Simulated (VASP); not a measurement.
The system is Cd.

```
Cd
1.0
     1.60803    0.92840    2.44929
    -1.60803    0.92840    2.44929
     0.00000   -1.85679    2.44929
Cd
1
Direct
  0.00000 0.00000 0.00000
```

Base run:

- Program: VASP 6.6.1
- Functional: r2SCAN
- Potentials or basis: VASP PAW PBE potentials, release 64 (Cd)
- Cutoff: 520 eV
- k mesh: 10 × 10 × 10
- Occupations: methfessel-paxton, width 0.1 eV
- Spin: no spin polarisation

Its results: band gap on the k mesh zero (bands 6 and 7 overlap by 2.93 eV); pressure 0.0 GPa.

**Question.** The run is repeated on the same cell with these changes: functional from r2SCAN to PBE; k mesh from 10 × 10 × 10 to 9 × 9 × 9. What comes out?

**Answer.** Band gap on the k mesh zero (bands 6 and 7 overlap by 1.93 eV); pressure 2.6 GPa.

Several settings changed at once.

Caveats: the PAW data sets were made with another functional, which shifts forces and pressure a little (at least some runs).
